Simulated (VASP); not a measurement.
# Ga4AsN3 (Amm2) in VASP: relaxation of cell and atoms with PBE

Aim: the relaxation of cell and atoms of Ga4AsN3 with PBE.

Everything below comes from runs of VASP 6.6.1. Logs are shortened: lines on timing, memory, paths and dates and some standing lists are left out, and cuts for length are marked.

## Step 1: The cell of the first run

It takes space group Amm2 (No. 38, orthorhombic). The conventional cell has a = 3.198 Å, b = 6.397 Å, c = 9.047 Å, α = 90.00°, β = 90.00°, γ = 90.00°. Within 2.6 Å of N (site symmetry mm2) lie 4 Ga at 1.96 Å. Within 2.6 Å of N (site symmetry m) lie 4 Ga at 1.96 Å. As (site symmetry mm2) has 4 Ga at 1.96 Å within 2.6 Å. Within 2.6 Å of Ga (site symmetry mm2) lie 4 N at 1.96 Å. Ga (site symmetry m) has 3 N at 1.96 Å and 1 As at 1.96 Å within 2.6 Å. Ga (site symmetry mm2) has 2 As at 1.96 Å and 2 N at 1.96 Å within 2.6 Å.

## Step 2: Relaxation of cell and atoms, PBE

Contents of INCAR:

```
SYSTEM = Ga4AsN3
PREC = Accurate
ENCUT = 600
EDIFF = 1E-6
ISMEAR = -1
SIGMA = 0.02
LREAL = .FALSE.
LASPH = .TRUE.
NELM = 60
ALGO = Normal
ISIF = 3
LWAVE = .FALSE.
LCHARG = .FALSE.
GGA = PE
IBRION = 2
NSW = 80
EDIFFG = -0.005
```

Contents of KPOINTS:

```
regular mesh
0
G
  8 4 4
  0 0 0
```

Contents of POSCAR:

```
Ga4AsN3
1.0
    3.1984620565      0.0000000000      0.0000000000
    0.0000000000      3.1984620565      4.5233084190
    0.0000000000     -3.1984620565      4.5233084190
N As Ga
3 1 4
Direct
    0.0000000000      0.0000000000      0.0000000000
    0.5000000000      0.0000000000      0.5000000000
    0.5000000000      0.5000000000      0.0000000000
    0.0000000000      0.5000000000      0.5000000000
    0.5000000000      0.8750000000      0.8750000000
    0.0000000000      0.8750000000      0.3750000000
    0.0000000000      0.3750000000      0.8750000000
    0.5000000000      0.3750000000      0.3750000000
```

Potentials or basis: VASP PAW PBE potentials, release 64 (N, As, Ga_d).

On the command line:

```console
cat potpaw_PBE.64/N/POTCAR potpaw_PBE.64/As/POTCAR potpaw_PBE.64/Ga_d/POTCAR > POTCAR
mpirun -np 1 vasp_std > vasp.out
```

OUTCAR:

```text
SYSTEM = Ga4AsN3
   PREC = Accurate
   ENCUT = 600
   EDIFF = 1E-6
   ISMEAR = -1
   LREAL = .FALSE.
   LASPH = .TRUE.
   NELM = 60
   ISIF = 3
   GGA = PE
   IBRION = 2
   NSW = 80
   EDIFFG = -0.005

 ion  position               nearest neighbor table
   1  0.000  0.000  0.000-   5 1.96   6 1.96   7 1.96   5 1.96
   2  0.500  0.000  0.500-   5 1.96   6 1.96   8 1.96   6 1.96
   3  0.500  0.500  0.000-   5 1.96   7 1.96   8 1.96   7 1.96
   4  0.000  0.500  0.500-   6 1.96   7 1.96   8 1.96   8 1.96
   5  0.500  0.875  0.875-   1 1.96   2 1.96   3 1.96   1 1.96
   6  0.000  0.875  0.375-   1 1.96   2 1.96   4 1.96   2 1.96
   7  0.000  0.375  0.875-   1 1.96   3 1.96   4 1.96   3 1.96
   8  0.500  0.375  0.375-   2 1.96   3 1.96   4 1.96   4 1.96

  LATTYP: Found a base centered orthorhombic cell.
 ALAT       =     6.3969241130
 B/A-ratio  =     1.4142135624
 C/A-ratio  =     0.5000000000

  Lattice vectors:

 A1 = (   0.0000000000,   3.1984620565,  -4.5233084190)
 A2 = (   0.0000000000,   3.1984620565,   4.5233084190)
 A3 = (   3.1984620565,   0.0000000000,   0.0000000000)

Analysis of symmetry for initial positions (statically):
=====================================================================
 Subroutine PRICEL returns:
 Original cell was already a primitive cell.

 Routine SETGRP: Setting up the symmetry group for a
 base centered orthorhombic supercell.

 Subroutine GETGRP returns: Found  4 space group operations
 (whereof  4 operations were pure point group operations)
 out of a pool of  8 trial point group operations.

The static configuration has the point symmetry C_2v.

Analysis of symmetry for dynamics (positions and initial velocities):
=====================================================================
 Subroutine PRICEL returns:
 Original cell was already a primitive cell.

 Routine SETGRP: Setting up the symmetry group for a
 base centered orthorhombic supercell.

 Subroutine GETGRP returns: Found  4 space group operations
 (whereof  4 operations were pure point group operations)
 out of a pool of  8 trial point group operations.

The dynamic configuration has the point symmetry C_2v.

 Subroutine INISYM returns: Found  4 space group operations
 (whereof  4 operations are pure point group operations),
 and found     1 'primitive' translations

----------------------------------------------------------------------------------------

                                     Primitive cell

  volume of cell :      92.5483

  direct lattice vectors                    reciprocal lattice vectors
[... 120 lines left out ...]
  volume/ion in A,a.u.               =      11.57        78.07
  Fermi-wavevector in a.u.,A,eV,Ry     =   1.505669  2.845302 30.844933  2.267039
  Thomas-Fermi vector in A             =   2.616487
   LORBIT       =      0    0 simple, 1 ext, 2 COOP (PROOUT), +10 PAW based schemes
   GGA     = PE    functional components
   LHFCALC =     F    Hartree Fock is set to
   AEXX    =    0.0000 exact exchange contribution
   IVDW    =     0    specifies the selected vdW correction
   LEPSILON=     F    determine dielectric tensor
   LRPA    =     F    only Hartree local field effects (RPA)
 conjugate gradient relaxation of ions
 non-spin polarized calculation
  energy-cutoff  :      600.00
  volume of cell :       92.55
 maximum number of plane-waves:      3119
 NGX is ok and might be reduce to    28
   NGX = 13   NGY = 23   NGZ = 23

--------------------------------------- Ionic step        1  -------------------------------------------

 number of electron      72.0000008 magnetization

 Free energy of the ion-electron system (eV)
  ---------------------------------------------------
  ext. energy  EPLUGINS =         0.00000000
  ---------------------------------------------------
  free energy    TOTEN  =       -36.37290015 eV

  energy without entropy =      -36.37290015  energy(sigma->0) =      -36.37290015

------------------------ aborting loop because EDIFF is reached ----------------------------------------

  FORCE on cell =-STRESS in cart. coord.  units (eV):
  Direction    XX          YY          ZZ          XY          YZ          ZX
  --------------------------------------------------------------------------------------
  -------------------------------------------------------------------------------------
  Total       33.1075272     31.7084451     31.2919205      0.0000000      0.0000000      0.0000000
  in kB      573.1505640    548.9299489    541.7191627      0.0000000      0.0000000      0.0000000
  external PRESSURE =     554.5998919 kB  Pullay stress =       0.0000000 kB
[... 29 lines left out ...]
--------------------------------------- Ionic step        2  -------------------------------------------

 number of electron      72.0000018 magnetization

 E-fermi :   2.6619     XC(G=0):  -9.3855

 val. band max:        2.6158108305   @ k =   0.1250   0.0000   0.0000
 cond. band min:       2.6645357005   @ k =   0.3750   0.5000   0.5000
 fundamental gap:      0.0487248700
 Fermi energy:         2.6619038585

 k-point     1 :       0.0000    0.0000    0.0000
  band No.  band energies     occupation
      1     -12.7314      2.00000
      2     -12.6201      2.00000
      3     -12.4790      2.00000
      4     -12.3382      2.00000
      5     -12.3289      2.00000
      6     -12.3081      2.00000
[... 1172 lines left out ...]
  FREE ENERGIE OF THE ION-ELECTRON SYSTEM (eV)
  ---------------------------------------------------
  free  energy   TOTEN  =       -42.2072019866 eV

  energy  without entropy=      -42.2059615798  energy(sigma->0) =      -42.20658178

[... ionic steps 4 to 20 ...]

--------------------------------------- Ionic step       21  -------------------------------------------

 number of electron      71.9999992 magnetization

------------------------ aborting loop because EDIFF is reached ----------------------------------------
[... 79 lines left out ...]
--------------------------------------- Ionic step       23  -------------------------------------------

 number of electron      71.9999992 magnetization

 Free energy of the ion-electron system (eV)
  ---------------------------------------------------
  ext. energy  EPLUGINS =         0.00000000
  ---------------------------------------------------
  free energy    TOTEN  =       -42.31402010 eV

  energy without entropy =      -42.31247671  energy(sigma->0) =      -42.31324840

 E-fermi :   6.0341     XC(G=0): -10.8275

 val. band max:        6.0325528301   @ k =   0.0000  -0.2500   0.2500
 cond. band min:       6.0708126584   @ k =   0.0000   0.2500   0.2500
 fundamental gap:      0.0382598282
 Fermi energy:         6.0341299077

 k-point     1 :       0.0000    0.0000    0.0000
  band No.  band energies     occupation
      1     -10.7709      2.00000
      2     -10.5150      2.00000
      3     -10.4792      2.00000
      4      -9.6971      2.00000
      5      -9.6708      2.00000
      6      -9.6251      2.00000
[... 1130 lines left out ...]
  FREE ENERGIE OF THE ION-ELECTRON SYSTEM (eV)
  ---------------------------------------------------
  free  energy   TOTEN  =       -42.3140200992 eV

  energy  without entropy=      -42.3124767071  energy(sigma->0) =      -42.31324840

 reached required accuracy - stopping structural energy minimisation
```

OSZICAR:

```text
N       E                     dE             d eps       ncg     rms          rms(c)
DAV:   1     0.807464259818E+03    0.80746E+03   -0.36140E+04  3235   0.339E+03
DAV:   2     0.116477973317E+03   -0.69099E+03   -0.67020E+03  3106   0.763E+02
DAV:   3    -0.303287754353E+02   -0.14681E+03   -0.14212E+03  3462   0.234E+02
DAV:   4    -0.425901720664E+02   -0.12261E+02   -0.12169E+02  3797   0.678E+01
[... 182 lines left out ...]
       N       E                     dE             d eps       ncg     rms          rms(c)
DAV:   1    -0.423140233586E+02   -0.80582E-05   -0.13732E-03  3320   0.284E-01    0.219E-02
DAV:   2    -0.423140212617E+02    0.20970E-05   -0.97657E-05  3514   0.121E-01    0.996E-03
DAV:   3    -0.423140202426E+02    0.10190E-05   -0.14307E-05  4618   0.301E-02    0.336E-03
DAV:   4    -0.423140200992E+02    0.14344E-06   -0.13203E-06  1875   0.112E-02
  23 F= -.42314020E+02 E0= -.42313248E+02  d E =-.478669E-05
```

Wall time 23 min (1 thread of Intel Xeon 6975P-C (Granite Rapids), shared host); peak memory 0.36 GiB.

What came out:

```yaml
Free_energy: -42.3140 eV
Relaxed_volume: 14.49 Å³/atom
Relaxed_cell: a = 3.403 Å, b = 6.007 Å, c = 6.007 Å, α = 70.68°, β = 90.00°, γ = 90.00°
Space_group_after_relaxing_to_0.05_Å: Amm2 (No. 38)
Energy_gained_by_relaxing: 742.6 meV/atom
Ionic_steps: 23
Pressure_after_relaxing: 0.0 GPa
Band_gap_on_the_k_mesh: zero (band 36 reaches 6.03 eV, above the bottom of band 37 at 5.46 eV)
```

Forces in eV/Å, atoms in the order of the input:
```
N    0.000  0.000 -0.002
N    0.000  0.001  0.000
N    0.000 -0.001  0.000
As   0.000  0.000  0.002
Ga   0.000  0.000 -0.003
Ga   0.000  0.002  0.000
Ga   0.000 -0.002  0.000
Ga   0.000  0.000  0.001
```

The path:
| step | energy change (eV) | largest force (eV/Å) | pressure (GPa) | volume (Å³) |
| --- | --- | --- | --- | --- |
| 1 | 0.0000 | 10.8490 | 55.46 | 92.55 |
| 2 | -1.4299 | 2.3179 | -16.90 | 157.21 |
| 3 | -5.8343 | 0.9259 | -2.47 | 118.29 |
| 4 | -5.8729 | 0.9893 | -0.84 | 116.64 |
| 5 | -5.8836 | 1.0341 | 0.67 | 115.23 |
| 6 | -5.9280 | 0.1373 | -0.50 | 116.28 |
| 7 | -5.9281 | 0.1315 | -0.60 | 116.32 |
| 8 | -5.9392 | 0.1046 | 0.05 | 115.74 |
| 9 | -5.9395 | 0.1108 | 0.16 | 115.65 |
| 10 | -5.9408 | 0.0364 | 0.03 | 115.81 |
| 11 | -5.9409 | 0.0222 | 0.00 | 115.86 |
| 12 | -5.9409 | 0.0271 | -0.01 | 115.87 |
| 13 | -5.9410 | 0.0178 | 0.03 | 115.87 |
| 14 | -5.9411 | 0.0137 | 0.03 | 115.87 |
| 15 | -5.9411 | 0.0100 | -0.02 | 115.92 |
| 16 | -5.9411 | 0.0087 | -0.01 | 115.91 |
| 17 | -5.9411 | 0.0056 | 0.02 | 115.90 |
| 18 | -5.9411 | 0.0055 | 0.01 | 115.90 |
| 19 | -5.9411 | 0.0069 | 0.02 | 115.90 |
| 20 | -5.9411 | 0.0053 | 0.01 | 115.90 |
| 21 | -5.9411 | 0.0051 | -0.03 | 115.91 |
| 22 | -5.9411 | 0.0069 | -0.01 | 115.91 |
| 23 | -5.9411 | 0.0027 | 0.04 | 115.90 |

Final structure:
```yaml
crystal:
  lattice:
    - [3.40321, 0.00000, 0.00000]
    - [0.00000, 3.47465, 4.90049]
    - [0.00000, -3.47465, 4.90049]
  atoms:
    - { symbol: N, position: [0.00000, 0.00169, 0.00169] }
    - { symbol: N, position: [0.50000, 0.00112, 0.49617] }
    - { symbol: N, position: [0.50000, 0.49617, 0.00112] }
    - { symbol: As, position: [0.00000, 0.50457, 0.50457] }
    - { symbol: Ga, position: [0.50000, 0.87743, 0.87743] }
    - { symbol: Ga, position: [0.00000, 0.91370, 0.36001] }
    - { symbol: Ga, position: [0.00000, 0.36001, 0.91370] }
    - { symbol: Ga, position: [0.50000, 0.34531, 0.34531] }
```

Levels at points of the mesh, in eV from the Fermi level:
```tsv
k point	band 33	band 34	band 35	band 36	band 37	band 38	band 39	band 40
(0.00, 0.00, 0.00)	-2.65	-1.66	-1.31	-1.21	0.24	0.85	0.86	2.77
(0.50, 0.00, 0.00)	-4.49	-4.48	-3.31	-1.88	2.29	2.75	3.56	3.97
(0.00, 0.50, 0.00)	-2.77	-2.75	-1.51	-0.01	0.47	1.12	2.54	3.75
(0.50, 0.50, 0.00)	-3.93	-3.82	-3.18	-2.42	1.68	2.07	2.46	3.00
(0.00, 0.50, 0.50)	-3.21	-3.19	-2.42	-0.26	1.20	1.86	3.03	3.35
(0.50, 0.50, 0.50)	-3.27	-2.45	-2.05	-1.66	0.24	0.41	1.32	2.49
```

Caveat: the volume moved by over 15 % at a fixed basis, so the end points are rough.
